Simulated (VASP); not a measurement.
# Ge (Fmmm) in VASP: notebook

The runs below take Ge through single point, with PBEsol.

Program: VASP 6.6.1. These are calculated values, not measurements. Logs are shortened: lines on timing, memory, paths and dates and some standing lists are left out, and cuts for length are marked.

## Step 1: The cell of the first run

Symmetry: Fmmm, No. 69, orthorhombic system. Conventional cell: a = 5.515 Å, b = 6.020 Å, c = 8.860 Å, α = 90.00°, β = 90.00°, γ = 90.00°. Within 3.4 Å of Ge (site symmetry mm2) lie 8 Ge at 2.57 to 3.05 Å. Within 3.4 Å of Ge (site symmetry m2m) lie 8 Ge at 2.57 to 3.28 Å.

## Step 2: Single point, PBEsol

INCAR reads:

```
SYSTEM = Ge
ALGO = Normal ; EDIFF = 1E-6
ENCUT = 520 ; GGA = PS
ISIF = 2 ; ISMEAR = 0
LASPH = .TRUE. ; LCHARG = .TRUE.
LELF = .TRUE. ; LREAL = .FALSE.
LVHAR = .TRUE. ; LWAVE = .FALSE.
NBANDS = 36 ; NELM = 80
PREC = Accurate ; SIGMA = 0.15
```

KPOINTS reads:

```
k-points
0
G
  14 14 14
  0 0 0
```

POSCAR reads:

```
Ge
1.0
    0.0000000000      3.0098268105      4.4297745635
    2.7574729753      0.0000000000      4.4297745635
    2.7574729753      3.0098268105      0.0000000000
Ge
4
Direct
    0.7763173170      0.7763173170      0.2236826830
    0.2236826830      0.2236826830      0.7763173170
    0.2727382667      0.7272617333      0.2727382667
    0.7272617333      0.2727382667      0.7272617333
```

Potentials or basis: VASP PAW PBE potentials, release 64 (Ge_d).

On the command line:

```bash
$ cat potpaw_PBE.64/Ge_d/POTCAR > POTCAR
$ mpirun -np 1 vasp_std > vasp.out
```

OUTCAR:

```text
SYSTEM = Ge
   EDIFF = 1E-6
   ENCUT = 520
   GGA = PS
   ISIF = 2
   ISMEAR = 0
   LASPH = .TRUE.
   LREAL = .FALSE.
   NELM = 80
   PREC = Accurate

 ion  position               nearest neighbor table
   1  0.776  0.776  0.224-   3 2.57   4 2.57   2 2.80   2 2.80   4 2.80   3 2.80
   2  0.224  0.224  0.776-   3 2.57   4 2.57   1 2.80   1 2.80   4 2.80   3 2.80
   3  0.273  0.727  0.273-   1 2.57   2 2.57   4 2.74   4 2.77   4 2.77   2 2.80   1 2.80
   4  0.727  0.273  0.727-   1 2.57   2 2.57   3 2.74   3 2.77   3 2.77   1 2.80   2 2.80

  LATTYP: Found a face centered orthorhombic cell.
 ALAT       =     5.5149459506
 B/A-ratio  =     1.0915163403
 C/A-ratio  =     1.6064616419

  Lattice vectors:

 A1 = (   0.0000000000,   3.0098268105,   4.4297745635)
 A2 = (   2.7574729753,   0.0000000000,   4.4297745635)
 A3 = (   2.7574729753,   3.0098268105,   0.0000000000)

Analysis of symmetry for initial positions (statically):
=====================================================================
 Subroutine PRICEL returns:
 Original cell was already a primitive cell.

 Routine SETGRP: Setting up the symmetry group for a
 face centered orthorhombic supercell.

 Subroutine GETGRP returns: Found  8 space group operations
 (whereof  8 operations were pure point group operations)
 out of a pool of  8 trial point group operations.

The static configuration has the point symmetry D_2h.

Analysis of symmetry for dynamics (positions and initial velocities):
=====================================================================
 Subroutine PRICEL returns:
 Original cell was already a primitive cell.

 Routine SETGRP: Setting up the symmetry group for a
 face centered orthorhombic supercell.

 Subroutine GETGRP returns: Found  8 space group operations
 (whereof  8 operations were pure point group operations)
 out of a pool of  8 trial point group operations.

The dynamic configuration has the point symmetry D_2h.

 Subroutine INISYM returns: Found  8 space group operations
 (whereof  8 operations are pure point group operations),
 and found     1 'primitive' translations

----------------------------------------------------------------------------------------

                                     Primitive cell

  volume of cell :      73.5300

  direct lattice vectors                    reciprocal lattice vectors
     0.000000000  3.009826810  4.429774563    -0.181325440  0.166122515  0.112872561
     2.757472975  0.000000000  4.429774563     0.181325440 -0.166122515  0.112872561
     2.757472975  3.009826810  0.000000000     0.181325440  0.166122515 -0.112872561

  length of vectors
     5.355554137  5.217907616  4.081998853     0.270584220  0.270584220  0.270584220

  position of ions in fractional coordinates (direct lattice)
     0.776317317  0.776317317  0.223682683
     0.223682683  0.223682683  0.776317317
     0.272738267  0.727261733  0.272738267
     0.727261733  0.272738267  0.727261733

  ion indices of the primitive-cell ions
   primitive index   ion index
                 1           1
                 2           2
                 3           3
                 4           4

----------------------------------------------------------------------------------------

 KPOINTS: k-points

Automatic generation of k-mesh.
 Grid dimensions read from file:
 generate k-points for:   14   14   14

 Generating k-lattice:

  Cartesian coordinates                     Fractional coordinates (reciprocal lattice)
    -0.012951817  0.011865894  0.008062326     0.071428571  0.000000000 -0.000000000
     0.012951817 -0.011865894  0.008062326     0.000000000  0.071428571  0.000000000
     0.012951817  0.011865894 -0.008062326    -0.000000000  0.000000000  0.071428571

  Length of vectors
     0.019327444  0.019327444  0.019327444

  Shift w.r.t. Gamma in fractional coordinates (k-lattice)
     0.000000000  0.000000000  0.000000000

 Subroutine IBZKPT returns following result:
 ===========================================

 Found    428 irreducible k-points:

 Following reciprocal coordinates:
            Coordinates               Weight
  0.000000  0.000000  0.000000      1.000000
  0.071429 -0.000000 -0.000000      8.000000
  0.142857 -0.000000  0.000000      8.000000
  0.214286 -0.000000  0.000000      8.000000
  0.285714 -0.000000  0.000000      8.000000
  0.357143 -0.000000  0.000000      8.000000
[... 16 lines left out ...]
  0.214286  0.142857 -0.000000      8.000000
  0.285714  0.142857  0.000000      8.000000
 [... further k-points ...]
   k-points           NKPTS =    428   k-points in BZ     NKDIM =    428   number of bands    NBANDS=     36
   number of dos      NEDOS =    301   number of ions     NIONS =      4
   total plane-waves  NPLWV =  48000
   dimension x,y,z NGX =    40 NGY =   40 NGZ =   30
   dimension x,y,z NGXF=    80 NGYF=   80 NGZF=   60
   ions per type =               4
   NGX,Y,Z   is equivalent  to a cutoff of  12.42, 12.74, 12.22 a.u.
   NGXF,Y,Z  is equivalent  to a cutoff of  24.83, 25.49, 24.44 a.u.
 SYSTEM =  Ge
   PREC   = accura    normal or accurate (medium, high low for compatibility)
   ISTART =      0    job   : 0-new  1-cont  2-samecut
   ICHARG =      2    charge: 1-file 2-atom 10-const
   ISPIN  =      1    spin polarized calculation?
   LNONCOLLINEAR =      F non collinear calculations
   LSORBIT =      F    spin-orbit coupling
   LASPH  =      T    aspherical Exc in radial PAW
   ENCUT  =  520.0 eV  38.22 Ry    6.18 a.u.   9.96  9.70  7.59*2*pi/ulx,y,z
   NELM   =     80;   NELMIN=  2; NELMDL= -5     # of ELM steps
   EDIFF  = 0.1E-05   stopping-criterion for ELM
   LREAL  =      F    real-space projection
   EDIFFG = 0.1E-04   stopping-criterion for IOM
   NSW    =      0    number of steps for IOM
   IBRION =     -1    ionic relax: 0-MD 1-quasi-New 2-CG
   NFREE  =      0    steps in history (QN), initial steepest desc. (CG)
   ISIF   =      2    stress and relaxation
   ISYM   =      2    0-nonsym 1-usesym 2-fastsym
   POTIM  = 0.5000    time-step for ionic-motion
   TEBEG  =    0.0;   TEEND  =   0.0 temperature during run
   PSTRESS=    0.0 pullay stress
   NELECT =      56.0000    total number of electrons
   NUPDOWN=      -1.0000    fix difference up-down
   EMIN   =  10.00;   EMAX   =-10.00  energy-range for DOS
   EFERMI =   0.00;   METHOD = LEGACY
   ISMEAR =     0;   SIGMA  =   0.15  broadening in eV -4-tet -1-fermi 0-gaus
   EFERMI_NEDOS =   21; number of points for ismear=-14 and -15
   IALGO  =     38    algorithm
   IMIX   =      4    mixing-type and parameters
     AMIX     =   0.40;   BMIX     =  1.00
     AMIX_MAG =   1.60;   BMIX_MAG =  1.00
  volume/ion in A,a.u.               =      18.38       124.05
  Fermi-wavevector in a.u.,A,eV,Ry     =   1.495028  2.825194 30.410507  2.235109
  Thomas-Fermi vector in A             =   2.607225
   LORBIT       =      0    0 simple, 1 ext, 2 COOP (PROOUT), +10 PAW based schemes
   GGA     = PS    functional components
   LHFCALC =     F    Hartree Fock is set to
   AEXX    =    0.0000 exact exchange contribution
   IVDW    =     0    specifies the selected vdW correction
   LEPSILON=     F    determine dielectric tensor
   LRPA    =     F    only Hartree local field effects (RPA)
 non-spin polarized calculation
 Gauss-broadening in eV      SIGMA  =   0.15
  energy-cutoff  :      520.00
  volume of cell :       73.53
 maximum number of plane-waves:      2002
   NGX = 19   NGY = 19   NGZ = 15

 number of electron      55.9999983 magnetization

 Free energy of the ion-electron system (eV)
  ---------------------------------------------------
  ext. energy  EPLUGINS =         0.00000000
  ---------------------------------------------------
  free energy    TOTEN  =       -18.74987616 eV

  energy without entropy =      -18.73035799  energy(sigma->0) =      -18.74011707

 E-fermi :   6.7744     XC(G=0): -11.4963

 val. band max:        6.7734846989   @ k =   0.1429  -0.4286   0.0714
 cond. band min:       6.7794209048   @ k =   0.2857   0.5000   0.1429
 fundamental gap:      0.0059362059
 Fermi energy:         6.7744130157

 k-point     1 :       0.0000    0.0000    0.0000
  band No.  band energies     occupation
      1     -17.9516      2.00000
      2     -17.9403      2.00000
      3     -17.9240      2.00000
      4     -17.9216      2.00000
      5     -17.9198      2.00000
      6     -17.8676      2.00000
[... 28 lines left out ...]
     35      15.2574      0.00000
     36      15.8205      0.00000

 k-point     2 :       0.0714   -0.0000   -0.0000
  band No.  band energies     occupation
      1     -17.9518      2.00000
      2     -17.9378      2.00000
      3     -17.9256      2.00000
      4     -17.9192      2.00000
      5     -17.9144      2.00000
      6     -17.8659      2.00000
[... 28 lines left out ...]
     35      14.9053      0.00000
     36      15.8184      0.00000

 k-point     3 :       0.1429   -0.0000    0.0000
  band No.  band energies     occupation
      1     -17.9523      2.00000
      2     -17.9312      2.00000
      3     -17.9235      2.00000
      4     -17.9145      2.00000
      5     -17.9028      2.00000
      6     -17.8621      2.00000
[... 28 lines left out ...]
     35      14.1345      0.00000
     36      14.9227      0.00000
[... 742 lines left out ...]
 k-point    23 :       0.2143    0.1429   -0.0000
  band No.  band energies     occupation
      1     -17.9428      2.00000
      2     -17.9305      2.00000
      3     -17.9256      2.00000
      4     -17.8979      2.00000
      5     -17.8871      2.00000
      6     -17.8606      2.00000
[... 28 lines left out ...]
     35      13.5602      0.00000
     36      13.8875      0.00000

 k-point    24 :       0.2857    0.1429    0.0000
  band No.  band energies     occupation
      1     -17.9420      2.00000
      2     -17.9241      2.00000
      3     -17.9165      2.00000
      4     -17.8891      2.00000
      5     -17.8715      2.00000
      6     -17.8568      2.00000
[... 28 lines left out ...]
     35      12.4678      0.00000
     36      13.8075      0.00000

 [... further k-points ...]

------------------------ aborting loop because EDIFF is reached ----------------------------------------

  FORCE on cell =-STRESS in cart. coord.  units (eV):
  Direction    XX          YY          ZZ          XY          YZ          ZX
  --------------------------------------------------------------------------------------
  -------------------------------------------------------------------------------------
  Total       -3.0533977      2.0550272      3.6475919     -0.0000000      0.0000000      0.0000000
  in kB      -66.5318441     44.7779043     79.4790065     -0.0000000      0.0000000      0.0000000
  external PRESSURE =      19.2416889 kB  Pullay stress =       0.0000000 kB

 VOLUME and BASIS-vectors are now :
 -----------------------------------------------------------------------------
  energy-cutoff  :      520.00
  volume of cell :       73.53
      direct lattice vectors                 reciprocal lattice vectors
     0.000000000  3.009826810  4.429774563    -0.181325440  0.166122515  0.112872561
     2.757472975  0.000000000  4.429774563     0.181325440 -0.166122515  0.112872561
     2.757472975  3.009826810  0.000000000     0.181325440  0.166122515 -0.112872561

 POSITION                                       TOTAL-FORCE (eV/Angst)
 -----------------------------------------------------------------------------------
      2.75747      3.00983      6.87782         0.000000      0.000000     -0.545652
      2.75747      3.00983      1.98173         0.000000      0.000000      0.545652
      2.75747      1.64179      4.42977         0.000000      0.328651      0.000000
      2.75747      4.37786      4.42977         0.000000     -0.328651      0.000000
 -----------------------------------------------------------------------------------
    total drift:                                0.000000      0.000000     -0.000000

  FREE ENERGIE OF THE ION-ELECTRON SYSTEM (eV)
  ---------------------------------------------------
  free  energy   TOTEN  =       -18.7498761643 eV

  energy  without entropy=      -18.7303579851  energy(sigma->0) =      -18.74011707
```

It took 30 min on 1 thread of Intel Xeon 8259CL, shared host; peak memory 0.81 GiB.

Results:

```yaml
Free_energy: -18.7499 eV
Pressure: 1.9 GPa
Largest_force: 0.546 eV/Å
Band_gap_on_the_k_mesh: zero (bands 28 and 29 overlap by 3.66 eV)
```

Forces in eV/Å, atoms in the order of the input:
```
Ge   0.000  0.000 -0.546
Ge   0.000  0.000  0.546
Ge   0.000  0.329  0.000
Ge   0.000 -0.329  0.000
```

Levels at points of the mesh, in eV from the Fermi level:
```csv
k point,band 24,band 25,band 26,band 27,band 28,band 29,band 30,band 31,band 32,band 33
"(0.00, 0.00, 0.00)",-4.83,-4.15,-3.43,-3.13,-1.99,-1.85,2.17,2.56,3.10,5.22
"(0.50, 0.00, 0.00)",-6.77,-2.42,-2.38,-0.23,-0.17,0.66,1.60,1.92,2.10,3.17
"(0.50, 0.50, 0.00)",-6.08,-2.44,-2.39,1.54,1.61,1.79,2.12,3.10,3.54,4.26
"(0.50, 0.00, 0.50)",-8.15,-4.38,-4.13,-1.65,-1.18,-0.95,-0.77,6.14,6.80,6.89
"(0.00, 0.50, 0.50)",-6.33,-6.15,-5.87,-2.50,-2.37,-0.30,3.71,4.64,6.85,6.88
```

Caveat: the stress differs along the axes, from -7 to 8 GPa; the PAW data sets were made with another functional, which shifts forces and pressure a little.

## Step 3: Single point, PBEsol

This run uses another cell than the first one, of the same volume but with other edges.

INCAR reads:

```
SYSTEM = Ge
PREC     = Accurate       ! precision mode
ENCUT    = 520            ! plane-wave cutoff, eV
EDIFF    = 1E-6           ! SCF threshold, eV
ISMEAR   = 0              ! smearing method
SIGMA    = 0.15           ! smearing width, eV
LREAL    = .False.        ! projectors in reciprocal space
LASPH    = .True.         ! aspherical terms in the spheres
NELM     = 80             ! most SCF steps
ALGO     = Normal         ! electronic algorithm
ISIF     = 2              ! what is computed and relaxed
LWAVE    = .False.        ! write WAVECAR
LCHARG   = .True.         ! write CHGCAR
GGA      = PS             ! functional
LELF     = .True.         ! ELF
LVHAR    = .True.       
NBANDS   = 36             ! bands
```

KPOINTS reads:

```
regular mesh
0
Gamma
  14 14 14
  0 0 0
```

POSCAR reads:

```
Ge
1.0
    0.0000000000      2.9314683247      4.6697564013
    2.6856843241      0.0000000000      4.6697564013
    2.6856843241      2.9314683247      0.0000000000
Ge
4
Direct
    0.7763173170      0.7763173170      0.2236826830
    0.2236826830      0.2236826830      0.7763173170
    0.2727382667      0.7272617333      0.2727382667
    0.7272617333      0.2727382667      0.7272617333
```

Potentials or basis: VASP PAW PBE potentials, release 64 (Ge_d).

On the command line:

```bash
$ cat potpaw_PBE.64/Ge_d/POTCAR > POTCAR
$ mpirun -np 1 vasp_std > vasp.out
```

OUTCAR:

```text
SYSTEM = Ge
   PREC = Accurate
   ENCUT = 520
   EDIFF = 1E-6
   ISMEAR = 0
   LREAL = .False.
   LASPH = .True.
   NELM = 80
   ISIF = 2
   GGA = PS

 ion  position               nearest neighbor table
   1  0.776  0.776  0.224-   3 2.63   4 2.63   2 2.73   2 2.73   4 2.90   3 2.90
   2  0.224  0.224  0.776-   3 2.63   4 2.63   1 2.73   1 2.73   4 2.90   3 2.90
   3  0.273  0.727  0.273-   1 2.63   2 2.63   4 2.66   4 2.70   4 2.70   2 2.90   1 2.90
   4  0.727  0.273  0.727-   1 2.63   2 2.63   3 2.66   3 2.70   3 2.70   1 2.90   2 2.90

  LATTYP: Found a face centered orthorhombic cell.
[... 1138 lines left out ...]
  --------------------------------------------------------------------------------------
  -------------------------------------------------------------------------------------
  Total       -2.1475396      0.4050564      2.3697942      0.0000000      0.0000000      0.0000000
  in kB      -46.7936974      8.8259549     51.6365024      0.0000000      0.0000000      0.0000000
  external PRESSURE =       4.5562533 kB  Pullay stress =       0.0000000 kB

 VOLUME and BASIS-vectors are now :
 -----------------------------------------------------------------------------
  energy-cutoff  :      520.00
  volume of cell :       73.53
      direct lattice vectors                 reciprocal lattice vectors
     0.000000000  2.931468325  4.669756401    -0.186172290  0.170562989  0.107071966
     2.685684324  0.000000000  4.669756401     0.186172290 -0.170562989  0.107071966
     2.685684324  2.931468325  0.000000000     0.186172290  0.170562989 -0.107071966

 POSITION                                       TOTAL-FORCE (eV/Angst)
 -----------------------------------------------------------------------------------
      2.68568      2.93147      7.25043         0.000000      0.000000     -0.296088
      2.68568      2.93147      2.08909         0.000000      0.000000      0.296088
      2.68568      1.59905      4.66976         0.000000      0.176002      0.000000
      2.68568      4.26389      4.66976         0.000000     -0.176002      0.000000
 -----------------------------------------------------------------------------------
    total drift:                                0.000000      0.000000     -0.000000

  FREE ENERGIE OF THE ION-ELECTRON SYSTEM (eV)
  ---------------------------------------------------
  free  energy   TOTEN  =       -18.9485362816 eV

  energy  without entropy=      -18.9303407367  energy(sigma->0) =      -18.93943851
```

stdout:

```text
POSCAR found type information on POSCAR Ge
 POSCAR found :  1 types and       4 ions
 scaLAPACK will be used
 -----------------------------------------------------------------------------
|                                                                             |
|                                                                             |
|     You enforced a specific xc type in the INCAR file but a different       |
|     I HOPE YOU KNOW WHAT YOU ARE DOING!                                     |
|                                                                             |
 -----------------------------------------------------------------------------

 LDA part: xc-table for (Slater+PW92), standard interpolation
 POSCAR, INCAR and KPOINTS ok, starting setup
 FFT: planning ... GRIDC
 FFT: planning ... GRID_SOFT
 FFT: planning ... GRID
 WAVECAR not read
 entering main loop
```

Run time: 35 min. Hardware: 1 thread of Intel Xeon 8259CL, shared host; peak memory 0.81 GiB.

What came out:

```
Free energy            : -18.9485 eV
Pressure               : 0.5 GPa
Largest force          : 0.296 eV/Å
Band gap on the k mesh : zero (bands 28 and 29 overlap by 3.32 eV)
```

Forces on the atoms (eV/Å):
```
Ge   0.000  0.000 -0.296
Ge   0.000  0.000  0.296
Ge   0.000  0.176  0.000
Ge   0.000 -0.176  0.000
```

Levels at points of the mesh, in eV from the Fermi level:
| k point | band 25 | band 26 | band 27 | band 28 | band 29 | band 30 | band 31 | band 32 |
| --- | --- | --- | --- | --- | --- | --- | --- | --- |
| (0.00, 0.00, 0.00) | -3.71 | -2.99 | -2.65 | -2.01 | -1.82 | 2.72 | 3.11 | 3.28 |
| (0.50, 0.00, 0.00) | -2.05 | -1.94 | -0.30 | 0.26 | 0.44 | 1.38 | 2.05 | 2.16 |
| (0.50, 0.50, 0.00) | -2.33 | -2.22 | 1.13 | 1.41 | 1.72 | 1.82 | 2.47 | 2.50 |
| (0.50, 0.00, 0.50) | -4.56 | -4.26 | -2.35 | -1.92 | -1.11 | -0.89 | 5.17 | 6.13 |
| (0.00, 0.50, 0.50) | -6.09 | -5.73 | -2.87 | -2.44 | -1.06 | 3.30 | 5.50 | 5.64 |

Caveat: the stress differs along the axes, from -5 to 5 GPa; the PAW data sets were made with another functional, which shifts forces and pressure a little.
